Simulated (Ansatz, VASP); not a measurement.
## TePb: VASP beside Ansatz

```
Pb Te
1.0
     0.00000    3.23100    3.23100
     3.23100    0.00000    3.23100
     3.23100    3.23100    0.00000
Pb Te
1 1
Direct
  0.00000 0.00000 0.00000
  0.50000 0.50000 0.50000
```

Alike in both runs: task relaxation of cell and atoms; functional PBEsol; k mesh 6 × 6 × 6; occupations gaussian, width 0.02 eV; no spin polarisation.

|  | VASP | Ansatz |
| --- | --- | --- |
| version | VASP 6.6.1 | Ansatz 0.2.0 |
| potentials or method | VASP PAW PBE potentials, release 64 (Pb_d, Te), cutoff 500 eV | scalar-relativistic, plane waves, PAW |
| valence electrons in the cell | 20 | 30 |

```tsv
	VASP	Ansatz	Ansatz less VASP
gap on the k mesh at the Fermi level, each at its own relaxed structure (eV)	0.65	0.65	+0.004
relaxed volume (Å³/atom)	33.43	33.45	+0.020
relaxed length of the cell vector where the two differ most in proportion (Å)	4.556	4.557	+0.0009
```

VASP's potentials were made for PBE, not for PBEsol, and Ansatz warns of the same on its side. VASP's potentials hold 20 valence electrons a cell and Ansatz's 30, so a difference there can come from the potentials and not from the codes.

Spin-orbit coupling is off throughout.
